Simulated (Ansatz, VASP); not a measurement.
As in VASP and in Ansatz

```
As
1.0
     0.00000    2.12185    2.12185
     2.12185    0.00000    2.12185
     2.12185    2.12185    0.00000
As
1
Direct
  0.00000 0.00000 0.00000
```

Alike in both runs: task single point; functional r2SCAN; k mesh 13 × 13 × 13; occupations fermi-dirac, width 0.1 eV; non-collinear spin, spin-orbit coupling.

```csv
,VASP,Ansatz
version,VASP 6.6.1,Ansatz 0.2.0
potentials or method,"VASP PAW PBE potentials, release 64 (As), cutoff 520 eV","plane waves (500 eV) with PAW, fully relativistic with spin-orbit coupling"
valence electrons in the cell,5,15
```

|  | VASP | Ansatz | Ansatz less VASP |
| --- | --- | --- | --- |
| net moment per atom (μB) | 0.00 | 0.00 | 0.000 |

VASP's potentials were made for PBE, not for r2SCAN. VASP's potentials hold 5 valence electrons a cell and Ansatz's 15, so a difference there can come from the potentials and not from the codes.
